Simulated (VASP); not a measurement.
# ScWSe2O2 (Fmm2) in VASP: further runs

ScWSe2O2 is run at these levels: PBE; tasks: single point.

Program: VASP 6.6.1. These are calculated values, not measurements. Logs are shortened: lines on timing, memory, paths and dates and some standing lists are left out, and cuts for length are marked.

## 1. The cell of the first run

Symmetry: Fmm2, No. 42, orthorhombic system. Conventional cell: a = 7.349 Å, b = 7.481 Å, c = 8.449 Å, α = 90.00°, β = 90.00°, γ = 90.00°. Sc (site symmetry mm2) has 2 O at 2.04 Å and 2 Se at 2.71 Å within 2.8 Å. Within 2.4 Å of W (site symmetry mm2) lie 2 O at 1.81 Å and 2 Se at 2.38 Å. Se (site symmetry m) has 1 W at 2.38 Å and 2 Sc at 2.71 to 2.94 Å and 2 O at 3.19 Å within 3.2 Å. Within 2.4 Å of O (site symmetry m) lie 1 W at 1.81 Å and 1 Sc at 2.04 Å.

## 2. Single point, PBE (19.35 Å³/atom)

Input file INCAR:

```
ALGO = Normal ; EDIFF = 1E-6
ENCUT = 520 ; GGA = PE
ISIF = 2 ; ISMEAR = 0
LASPH = T ; LCHARG = T
LELF = T ; LREAL = F
LVHAR = T ; LWAVE = F
NBANDS = 34 ; NELM = 100
PREC = Accurate ; SIGMA = 0.1
```

Input file KPOINTS:

```
k-points
0
Gamma
  8 8 8
```

Input file POSCAR:

```
ScWSe2O2
1.0
    0.0000000000      3.7403207388      4.2244641913
    3.6743606171      0.0000000000      4.2244641913
    3.6743606171      3.7403207388      0.0000000000
Sc W Se O
1 1 2 2
Direct
    0.0579093127      0.0579093127      0.9420906873
    0.4506957312      0.4506957312      0.5493042688
    0.0272352218      0.5416941311      0.4583058689
    0.5416941311      0.0272352218      0.9727647782
    0.7650558047      0.3190034387      0.2349441953
    0.3190034387      0.7650558047      0.6809965613
```

Potentials or basis: VASP PAW PBE potentials, release 64 (Sc_sv, W_sv, Se, O).

The run is started by

```sh
$ cat potpaw_PBE.64/Sc_sv/POTCAR potpaw_PBE.64/W_sv/POTCAR potpaw_PBE.64/Se/POTCAR potpaw_PBE.64/O/POTCAR > POTCAR
$ mpirun -np 1 vasp_std > vasp.out
```

OUTCAR:

```text
EDIFF = 1E-6
   ENCUT = 520
   GGA = PE
   ISIF = 2
   ISMEAR = 0
   LASPH = T
   LREAL = F
   NELM = 100
   PREC = Accurate

 ion  position               nearest neighbor table
   1  0.058  0.058  0.942-   5 2.04   6 2.04   3 2.71   4 2.71   3 2.94   4 2.94   2 3.32
   2  0.451  0.451  0.549-   5 1.81   6 1.81   3 2.38   4 2.38   1 3.32
   3  0.027  0.542  0.458-   2 2.38   1 2.71   1 2.94
   4  0.542  0.027  0.973-   2 2.38   1 2.71   1 2.94
   5  0.765  0.319  0.235-   2 1.81   1 2.04
   6  0.319  0.765  0.681-   2 1.81   1 2.04

  LATTYP: Found a face centered orthorhombic cell.
 ALAT       =     7.3487212342
 B/A-ratio  =     1.0179514557
 C/A-ratio  =     1.1497140949

  Lattice vectors:

 A1 = (   0.0000000000,   3.7403207388,   4.2244641913)
 A2 = (   3.6743606171,   0.0000000000,   4.2244641913)
 A3 = (   3.6743606171,   3.7403207388,   0.0000000000)

Analysis of symmetry for initial positions (statically):
=====================================================================
 Subroutine PRICEL returns:
 Original cell was already a primitive cell.

 Routine SETGRP: Setting up the symmetry group for a
 face centered orthorhombic supercell.

 Subroutine GETGRP returns: Found  4 space group operations
 (whereof  4 operations were pure point group operations)
 out of a pool of  8 trial point group operations.

The static configuration has the point symmetry C_2v.

Analysis of symmetry for dynamics (positions and initial velocities):
=====================================================================
 Subroutine PRICEL returns:
 Original cell was already a primitive cell.

 Routine SETGRP: Setting up the symmetry group for a
 face centered orthorhombic supercell.

 Subroutine GETGRP returns: Found  4 space group operations
 (whereof  4 operations were pure point group operations)
 out of a pool of  8 trial point group operations.

The dynamic configuration has the point symmetry C_2v.

 Subroutine INISYM returns: Found  4 space group operations
 (whereof  4 operations are pure point group operations),
 and found     1 'primitive' translations

----------------------------------------------------------------------------------------

                                     Primitive cell

  volume of cell :     116.1160

  direct lattice vectors                    reciprocal lattice vectors
     0.000000000  3.740320739  4.224464191    -0.136078097  0.133678375  0.118358205
     3.674360617  0.000000000  4.224464191     0.136078097 -0.133678375  0.118358205
     3.674360617  3.740320739  0.000000000     0.136078097  0.133678375 -0.118358205

  length of vectors
     5.642348530  5.598841277  5.243178919     0.224490136  0.224490136  0.224490136

  position of ions in fractional coordinates (direct lattice)
     0.057909313  0.057909313  0.942090687
     0.450695731  0.450695731  0.549304269
     0.027235222  0.541694131  0.458305869
     0.541694131  0.027235222  0.972764778
     0.765055805  0.319003439  0.234944195
     0.319003439  0.765055805  0.680996561

  ion indices of the primitive-cell ions
   primitive index   ion index
                 1           1
                 2           2
                 3           3
                 4           4
                 5           5
                 6           6

----------------------------------------------------------------------------------------

 KPOINTS: k-points

Automatic generation of k-mesh.
 Grid dimensions read from file:
 generate k-points for:    8    8    8

 Generating k-lattice:

  Cartesian coordinates                     Fractional coordinates (reciprocal lattice)
    -0.017009762  0.016709797  0.014794776     0.125000000 -0.000000000 -0.000000000
     0.017009762 -0.016709797  0.014794776     0.000000000  0.125000000  0.000000000
     0.017009762  0.016709797 -0.014794776     0.000000000  0.000000000  0.125000000

  Length of vectors
     0.028061267  0.028061267  0.028061267

  Shift w.r.t. Gamma in fractional coordinates (k-lattice)
     0.000000000  0.000000000  0.000000000

 Subroutine IBZKPT returns following result:
 ===========================================

 Found     95 irreducible k-points:

 Following reciprocal coordinates:
            Coordinates               Weight
  0.000000  0.000000  0.000000      1.000000
  0.125000  0.000000  0.000000      8.000000
  0.250000  0.000000  0.000000      8.000000
  0.375000  0.000000  0.000000      8.000000
  0.500000  0.000000  0.000000      4.000000
  0.125000  0.125000  0.000000      2.000000
[... 16 lines left out ...]
  0.250000  0.000000  0.125000      8.000000
  0.375000  0.000000  0.125000      8.000000
 [... further k-points ...]
   k-points           NKPTS =     95   k-points in BZ     NKDIM =     95   number of bands    NBANDS=     34
   number of dos      NEDOS =    301   number of ions     NIONS =      6
   total plane-waves  NPLWV =  70560
   dimension x,y,z NGX =    42 NGY =   42 NGZ =   40
   dimension x,y,z NGXF=    84 NGYF=   84 NGZF=   80
   ions per type =               1   1   2   2
   NGX,Y,Z   is equivalent  to a cutoff of  12.37, 12.47, 12.68 a.u.
   NGXF,Y,Z  is equivalent  to a cutoff of  24.75, 24.94, 25.37 a.u.
 SYSTEM =  unknown system
   PREC   = accura    normal or accurate (medium, high low for compatibility)
   ISTART =      0    job   : 0-new  1-cont  2-samecut
   ICHARG =      2    charge: 1-file 2-atom 10-const
   ISPIN  =      1    spin polarized calculation?
   LNONCOLLINEAR =      F non collinear calculations
   LSORBIT =      F    spin-orbit coupling
   LASPH  =      T    aspherical Exc in radial PAW
   ENCUT  =  520.0 eV  38.22 Ry    6.18 a.u.  10.49 10.41  9.75*2*pi/ulx,y,z
   NELM   =    100;   NELMIN=  2; NELMDL= -5     # of ELM steps
   EDIFF  = 0.1E-05   stopping-criterion for ELM
   LREAL  =      F    real-space projection
   EDIFFG = 0.1E-04   stopping-criterion for IOM
   NSW    =      0    number of steps for IOM
   IBRION =     -1    ionic relax: 0-MD 1-quasi-New 2-CG
   NFREE  =      0    steps in history (QN), initial steepest desc. (CG)
   ISIF   =      2    stress and relaxation
   ISYM   =      2    0-nonsym 1-usesym 2-fastsym
   POTIM  = 0.5000    time-step for ionic-motion
   TEBEG  =    0.0;   TEEND  =   0.0 temperature during run
   PSTRESS=    0.0 pullay stress
   NELECT =      49.0000    total number of electrons
   NUPDOWN=      -1.0000    fix difference up-down
   EMIN   =  10.00;   EMAX   =-10.00  energy-range for DOS
   EFERMI =   0.00;   METHOD = LEGACY
   ISMEAR =     0;   SIGMA  =   0.10  broadening in eV -4-tet -1-fermi 0-gaus
   EFERMI_NEDOS =   21; number of points for ismear=-14 and -15
   IALGO  =     38    algorithm
   IMIX   =      4    mixing-type and parameters
     AMIX     =   0.40;   BMIX     =  1.00
     AMIX_MAG =   1.60;   BMIX_MAG =  1.00
  volume/ion in A,a.u.               =      19.35       130.60
  Fermi-wavevector in a.u.,A,eV,Ry     =   1.227937  2.320465 20.515265  1.507829
  Thomas-Fermi vector in A             =   2.362882
   LORBIT       =      0    0 simple, 1 ext, 2 COOP (PROOUT), +10 PAW based schemes
   GGA     = PE    functional components
   LHFCALC =     F    Hartree Fock is set to
   AEXX    =    0.0000 exact exchange contribution
   IVDW    =     0    specifies the selected vdW correction
   LEPSILON=     F    determine dielectric tensor
   LRPA    =     F    only Hartree local field effects (RPA)
 non-spin polarized calculation
 Gauss-broadening in eV      SIGMA  =   0.10
  energy-cutoff  :      520.00
  volume of cell :      116.12
 maximum number of plane-waves:      3158
 NGX is ok and might be reduce to    42
   NGX = 21   NGY = 21   NGZ = 19

 number of electron      49.0000003 magnetization

 Free energy of the ion-electron system (eV)
  ---------------------------------------------------
  ext. energy  EPLUGINS =         0.00000000
  ---------------------------------------------------
  free energy    TOTEN  =       -45.42079528 eV

  energy without entropy =      -45.40717549  energy(sigma->0) =      -45.41398538

 E-fermi :   3.9865     XC(G=0):  -9.7859

 val. band max:        3.9761105631   @ k =   0.3750   0.5000   0.1250
 cond. band min:       3.9876538798   @ k =  -0.3750   0.1250   0.0000
 fundamental gap:      0.0115433167
 Fermi energy:         3.9864500024

 k-point     1 :       0.0000    0.0000    0.0000
  band No.  band energies     occupation
      1     -71.4455      2.00000
      2     -46.0898      2.00000
      3     -36.0092      2.00000
      4     -35.6733      2.00000
      5     -35.5776      2.00000
      6     -24.8067      2.00000
[... 26 lines left out ...]
     33       6.9739      0.00000
     34       6.9918      0.00000

 k-point     2 :       0.1250    0.0000    0.0000
  band No.  band energies     occupation
      1     -71.4455      2.00000
      2     -46.0898      2.00000
      3     -36.0092      2.00000
      4     -35.6733      2.00000
      5     -35.5776      2.00000
      6     -24.8072      2.00000
[... 26 lines left out ...]
     33       6.9955      0.00000
     34       7.1180      0.00000

 k-point     3 :       0.2500    0.0000    0.0000
  band No.  band energies     occupation
      1     -71.4455      2.00000
      2     -46.0898      2.00000
      3     -36.0092      2.00000
      4     -35.6734      2.00000
      5     -35.5777      2.00000
      6     -24.8084      2.00000
[... 26 lines left out ...]
     33       7.3110      0.00000
     34       7.7077      0.00000
[... 704 lines left out ...]
 k-point    23 :       0.2500    0.0000    0.1250
  band No.  band energies     occupation
      1     -71.4455      2.00000
      2     -46.0898      2.00000
      3     -36.0093      2.00000
      4     -35.6734      2.00000
      5     -35.5777      2.00000
      6     -24.8075      2.00000
[... 26 lines left out ...]
     33       7.2630      0.00000
     34       7.6614      0.00000

 k-point    24 :       0.3750    0.0000    0.1250
  band No.  band energies     occupation
      1     -71.4455      2.00000
      2     -46.0898      2.00000
      3     -36.0093      2.00000
      4     -35.6734      2.00000
      5     -35.5778      2.00000
      6     -24.8087      2.00000
[... 26 lines left out ...]
     33       7.7929      0.00000
     34       8.5207      0.00000

 [... further k-points ...]
[... 5 lines left out ...]
  --------------------------------------------------------------------------------------
  -------------------------------------------------------------------------------------
  Total        2.1000032      0.9672882      1.1491514      0.0000000      0.0000000      0.0000000
  in kB       28.9759908     13.3467092     15.8560714      0.0000000      0.0000000      0.0000000
  external PRESSURE =      19.3929238 kB  Pullay stress =       0.0000000 kB

 VOLUME and BASIS-vectors are now :
 -----------------------------------------------------------------------------
  energy-cutoff  :      520.00
  volume of cell :      116.12
      direct lattice vectors                 reciprocal lattice vectors
     0.000000000  3.740320739  4.224464191    -0.136078097  0.133678375  0.118358205
     3.674360617  0.000000000  4.224464191     0.136078097 -0.133678375  0.118358205
     3.674360617  3.740320739  0.000000000     0.136078097  0.133678375 -0.118358205

 POSITION                                       TOTAL-FORCE (eV/Angst)
 -----------------------------------------------------------------------------------
      3.67436      3.74032      0.48927         0.000000      0.000000     -0.002793
      3.67436      3.74032      3.80790         0.000000      0.000000     -0.227428
      3.67436      1.81608      2.40342         0.000000     -0.035786     -0.012941
      3.67436      5.66456      2.40342         0.000000      0.035786     -0.012941
      2.03540      3.74032      4.57957        -0.243176      0.000000      0.128052
      5.31332      3.74032      4.57957         0.243176      0.000000      0.128052
 -----------------------------------------------------------------------------------
    total drift:                               -0.000020     -0.000016      0.000888

  FREE ENERGIE OF THE ION-ELECTRON SYSTEM (eV)
  ---------------------------------------------------
  free  energy   TOTEN  =       -45.4207952756 eV

  energy  without entropy=      -45.4071754910  energy(sigma->0) =      -45.41398538
```

It took 5.8 min on 1 thread of Intel Xeon 6975P-C (Granite Rapids), shared host; peak memory 0.52 GiB.

Results:

- Free energy: -45.4208 eV
- Pressure: 1.9 GPa
- Largest force: 0.275 eV/Å
- Band gap on the k mesh: zero (an odd number of electrons rules out a gap without spin polarisation)

Forces in eV/Å, atoms in the order of the input:
```
Sc   0.000  0.000 -0.003
W    0.000  0.000 -0.227
Se   0.000 -0.036 -0.013
Se   0.000  0.036 -0.013
O   -0.243  0.000  0.128
O    0.243  0.000  0.128
```

Stress tensor (GPa, compression positive):
```
2.90 0.00 0.00
0.00 1.33 0.00
0.00 0.00 1.59
```

Caveat: spin-orbit coupling is left out, which moves the levels of the heavy elements; an odd number of electrons without spin polarisation forces a metal; a magnetic or distorted state may lie lower.

## 3. Single point, PBE

This run uses another cell than the first one, of 19.95 Å³/atom.

Input file INCAR:

```
PREC = Accurate
ENCUT = 520
EDIFF = 1E-7
ISMEAR = 0
SIGMA = 0.1
LREAL = F
LASPH = T
NELM = 100
ALGO = Normal
ISIF = 2
LWAVE = F
LCHARG = F
GGA = PE
NBANDS = 34
```

Input file KPOINTS:

```
Automatic mesh
0
Gamma
  8 8 8
```

Input file POSCAR:

```
ScWSe2O2
1.0
    0.0000000000      3.8110795296      4.2812987328
    3.6683180070      0.0000000000      4.2812987328
    3.6683180070      3.8110795296      0.0000000000
Sc W Se O
1 1 2 2
Direct
    0.0619167141      0.0619167141      0.9380832859
    0.4478569282      0.4478569282      0.5521430718
    0.0315720052      0.5389837282      0.4610162718
    0.5389837282      0.0315720052      0.9684279948
    0.7627102506      0.3185540137      0.2372897494
    0.3185540137      0.7627102506      0.6814459863
```

Potentials or basis: VASP PAW PBE potentials, release 64 (Sc_sv, W_sv, Se, O).

The run is started by

```sh
$ cat potpaw_PBE.64/Sc_sv/POTCAR potpaw_PBE.64/W_sv/POTCAR potpaw_PBE.64/Se/POTCAR potpaw_PBE.64/O/POTCAR > POTCAR
$ mpirun -np 1 vasp_std > vasp.out
```

Wall time 4.5 min (1 thread of Intel Xeon 6975P-C (Granite Rapids), shared host); peak memory 0.55 GiB.

The run converged. Its results:

```
Free energy            : -45.4365 eV
Pressure               : 0.7 GPa
Largest force          : 0.275 eV/Å
Band gap on the k mesh : zero (an odd number of electrons rules out a gap without spin polarisation)
```

Forces in eV/Å, atoms in the order of the input:
```
Sc   0.000  0.000  0.008
W    0.000  0.000 -0.232
Se   0.000 -0.034 -0.014
Se   0.000  0.034 -0.014
O   -0.244  0.000  0.126
O    0.244  0.000  0.126
```

Stress tensor (GPa, compression positive):
```
1.63 0.00 0.00
0.00 0.16 0.00
0.00 0.00 0.43
```

Levels at points of the mesh, in eV from the Fermi level:
| k point | band 22 | band 23 | band 24 | band 25 | band 26 | band 27 | band 28 | band 29 |
| --- | --- | --- | --- | --- | --- | --- | --- | --- |
| (0.00, 0.00, 0.00) | -2.95 | -2.86 | -1.11 | -0.63 | 1.05 | 1.35 | 1.51 | 2.26 |
| (0.50, 0.00, 0.00) | -2.81 | -2.06 | -1.63 | 0.13 | 0.75 | 1.58 | 1.92 | 2.15 |
| (0.50, 0.50, 0.00) | -2.69 | -1.89 | -1.05 | -0.01 | 0.73 | 1.93 | 2.14 | 2.35 |
| (0.50, 0.00, 0.50) | -2.75 | -1.97 | -1.32 | 0.40 | 2.07 | 2.12 | 2.41 | 2.72 |
| (0.00, 0.50, 0.50) | -2.99 | -1.98 | -0.81 | -0.24 | 1.03 | 1.23 | 1.85 | 2.03 |

Caveat: spin-orbit coupling is left out, which moves the levels of the heavy elements; an odd number of electrons without spin polarisation forces a metal; a magnetic or distorted state may lie lower.

## 4. Single point, PBE

This run uses another cell than the first one, of 19.97 Å³/atom.

Input file INCAR:

```
SYSTEM = ScWSe2O2
ALGO     = Normal         ! electronic algorithm
EDIFF    = 1E-6           ! SCF threshold, eV
ENCUT    = 520            ! plane-wave cutoff, eV
GGA      = PE             ! functional
ISIF     = 2              ! what is computed and relaxed
ISMEAR   = 0              ! smearing method
LASPH    = .TRUE.         ! aspherical terms in the spheres
LCHARG   = .FALSE.        ! write CHGCAR
LREAL    = .FALSE.        ! projectors in reciprocal space
LWAVE    = .FALSE.        ! write WAVECAR
NBANDS   = 34             ! bands
NELM     = 60             ! most SCF steps
PREC     = Accurate       ! precision mode
SIGMA    = 0.1            ! smearing width, eV
```

Input file KPOINTS:

```
k-points
0
G
  8 8 8
  0 0 0
```

Input file POSCAR:

```
ScWSe2O2
1.0
    0.0000000000      3.8129441667      4.2858370099
    3.6669194809      0.0000000000      4.2858370099
    3.6669194809      3.8129441667      0.0000000000
Sc W Se O
1 1 2 2
Direct
    0.0623377760      0.0623377760      0.9376622240
    0.4476733722      0.4476733722      0.5523266278
    0.0316722014      0.5389216106      0.4610783894
    0.5389216106      0.0316722014      0.9683277986
    0.7625557226      0.3184329571      0.2374442774
    0.3184329571      0.7625557226      0.6815670429
```

The run is started by

```sh
$ cat potpaw_PBE.64/Sc_sv/POTCAR potpaw_PBE.64/W_sv/POTCAR potpaw_PBE.64/Se/POTCAR potpaw_PBE.64/O/POTCAR > POTCAR
$ mpirun -np 1 vasp_std > vasp.out
```

Wall time 3.9 min (1 thread of Intel Xeon 6975P-C (Granite Rapids), shared host); peak memory 0.56 GiB.

The run converged. Its results:

```
Free energy            : -45.4365 eV
Pressure               : 0.7 GPa
Largest force          : 0.278 eV/Å
Band gap on the k mesh : zero (an odd number of electrons rules out a gap without spin polarisation)
```

Forces in eV/Å, atoms in the order of the input:
```
Sc   0.000  0.000  0.004
W    0.000  0.000 -0.240
Se   0.000 -0.032 -0.012
Se   0.000  0.032 -0.012
O   -0.246  0.000  0.129
O    0.246  0.000  0.129
```

Stress tensor (GPa, compression positive):
```
1.63 0.00 0.00
0.00 0.13 0.00
0.00 0.00 0.40
```

Levels at points of the mesh, in eV from the Fermi level:
```tsv
k point	band 23	band 24	band 25	band 26	band 27	band 28
(0.00, 0.00, 0.00)	-2.86	-1.11	-0.63	1.04	1.35	1.50
(0.50, 0.00, 0.00)	-2.06	-1.63	0.12	0.75	1.58	1.92
(0.50, 0.50, 0.00)	-1.90	-1.05	-0.01	0.72	1.92	2.13
(0.50, 0.00, 0.50)	-1.98	-1.32	0.40	2.06	2.13	2.40
(0.00, 0.50, 0.50)	-1.98	-0.81	-0.24	1.03	1.23	1.84
```

Caveat: spin-orbit coupling is left out, which moves the levels of the heavy elements; an odd number of electrons without spin polarisation forces a metal; a magnetic or distorted state may lie lower.

## 5. Overview

```csv
cell,gap on the mesh (eV),pressure (GPa),largest force (eV/Å)
"a = 5.642, b = 5.599, c = 5.243 Å, angles 62.6, 61.8, 55.6°, 6 atoms, atomic positions A",none,1.9,0.27
"a = 5.732, b = 5.638, c = 5.290 Å, angles 63.2, 61.4, 55.4°, 6 atoms, atomic positions B",none,0.7,0.27
"a = 5.736, b = 5.640, c = 5.290 Å, angles 63.2, 61.4, 55.4°, 6 atoms, atomic positions C",none,0.7,0.28
```

Alike in all rows: task single point; level PBE; potentials or basis VASP PAW PBE potentials, release 64 (Sc_sv, W_sv, Se, O); no spin polarisation; k mesh 8 × 8 × 8; cutoff (eV) 520; smearing gaussian 0.1 eV.

Caveats: spin-orbit coupling is left out, which moves the levels of the heavy elements; an odd number of electrons without spin polarisation forces a metal; a magnetic or distorted state may lie lower.

Absolute energies hang on the potentials; compare differences alone.
